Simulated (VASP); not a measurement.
A run of VASP 6.6.1:

The input INCAR:

```
PREC = Accurate ; ENCUT = 600
EDIFF = 1E-6 ; ISMEAR = -1
SIGMA = 0.05 ; LREAL = F
LASPH = T ; NELM = 100
ALGO = Normal ; ISIF = 8
LWAVE = F ; LCHARG = F
GGA = PE ; IBRION = 2
NSW = 60 ; EDIFFG = -0.01
```

KPOINTS

```
regular mesh
0
Gamma
  7 7 7
```

The input POSCAR:

```
BC7
1.0
    3.6201530000      0.0000000000      0.0000000000
    0.0000000000      3.6201530000      0.0000000000
    0.0000000000      0.0000000000      3.6201530000
B C
1 7
Direct
    0.0000000000      0.0000000000      0.0000000000
    0.0000000000      0.5000000000      0.5000000000
    0.5000000000      0.5000000000      0.0000000000
    0.5000000000      0.0000000000      0.5000000000
    0.7452210000      0.7452210000      0.2547790000
    0.7452210000      0.2547790000      0.7452210000
    0.2547790000      0.7452210000      0.7452210000
    0.2547790000      0.2547790000      0.2547790000
```

Potentials or basis: VASP PAW PBE potentials, release 64 (B, C).

Launch:

```sh
$ cat potpaw_PBE.64/B/POTCAR potpaw_PBE.64/C/POTCAR > POTCAR
$ mpirun -np 1 vasp_std > vasp.out
```

Hardware: 1 thread of Intel Xeon 8259CL, with other jobs on the host.

**Question.** Estimate the wall time of this run.

**Answer.** It took 40 s on 1 thread of Intel Xeon 8259CL, with other jobs on the host, peak memory 0.17 GiB. Counts: scf iterations 21, k points 20, ion steps 3.
